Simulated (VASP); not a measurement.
The system is CdCo2Se3.

```
Cd Co Se
1.0
     4.18360    0.00000    0.00000
    -2.09180    3.62310    0.00000
     0.00000    0.00000    9.14658
Cd Co Se
1 2 3
Direct
  0.00000 0.00000 0.50000
  0.00000 0.00000 0.19535
  0.00000 0.00000 0.80465
  0.50000 0.00000 0.00000
  0.00000 0.50000 0.00000
  0.50000 0.50000 0.00000
```

The cell was generated, and may not be a known phase.

| Item | Value |
| --- | --- |
| Program | VASP 6.6.1 |
| Task | relaxation of cell and atoms |
| Functional | PBE |
| Potentials or basis | VASP PAW PBE potentials, release 64 (Cd, Co, Se) |
| Cutoff | 600 eV |
| k mesh | 3 × 3 × 2 |
| Occupations | gaussian, width 0.15 eV |
| Spin | collinear spin, ferromagnetic start |
| Starting moments | [0.0, 3.0, 3.0, 0.0, 0.0, 0.0] μB |

At the start: pressure 38.5 GPa; volume 23.11 Å³/atom.

Q: Where does the relaxation end?

A: Over 21 steps the energy falls by 2075.3 meV/atom and the volume is 31.29 Å³/atom (+35.4 %); space group P6/mmm (No. 191, to 0.1 Å) before and after; moment 3.33 μB per cell.

Step by step:
| step | energy change (eV) | largest force (eV/Å) | pressure (GPa) | volume (Å³) |
| --- | --- | --- | --- | --- |
| 1 | 0.0000 | 0.1340 | 38.49 | 138.64 |
| 2 | -8.1325 | 1.2803 | -5.09 | 268.94 |
| 3 | -9.9114 | 0.8450 | 0.22 | 206.92 |
| 4 | -9.0066 | 1.3855 | -3.99 | 228.78 |
| 5 | -9.0728 | 1.4541 | -3.39 | 220.62 |
| 6 | -9.0796 | 1.4784 | -3.05 | 216.92 |
| 7 | -10.1386 | 2.1840 | -2.86 | 201.37 |
| 8 | -7.9742 | 6.7611 | 16.04 | 151.77 |
| 9 | -10.8184 | 2.9342 | 0.43 | 190.36 |
| 10 | -10.8721 | 3.4995 | 1.03 | 185.61 |
| 11 | -11.5970 | 3.2027 | 0.60 | 181.61 |
| 12 | -9.0900 | 15.7006 | 11.67 | 169.18 |
| 13 | -11.6837 | 3.2989 | 0.80 | 179.99 |
| 14 | -12.1457 | 0.1762 | 2.70 | 174.65 |
| 15 | -12.1602 | 1.6093 | 1.77 | 176.23 |
| 16 | -12.1785 | 0.9432 | 2.08 | 175.56 |
| 17 | -12.4015 | 0.5106 | 0.73 | 182.22 |
| 18 | -12.4416 | 0.4033 | 0.21 | 185.84 |
| 19 | -12.4458 | 0.3811 | 0.04 | 187.28 |
| 20 | -12.4459 | 0.3779 | -0.02 | 187.56 |
| 21 | -12.4520 | 0.0541 | 0.21 | 187.73 |

Final structure:
```
Cd Co Se
1.0
     5.41827    0.00000    0.00000
    -2.70914    4.69236    0.00000
     0.00000    0.00000    7.38392
Cd Co Se
1 2 3
Direct
  0.00000 0.00000 0.50000
  0.00000 0.00000 0.14037
  0.00000 0.00000 0.85963
  0.50000 0.00000 0.00000
  0.00000 0.50000 0.00000
  0.50000 0.50000 0.00000
```

Caveat: the k points lie up to 0.45 Å⁻¹ apart in the final cell; the volume moved by over 15 % at a fixed basis, so the end points are rough; the relaxation stopped at a loose force limit of 0.08 eV/Å, so its end isn't a converged minimum.
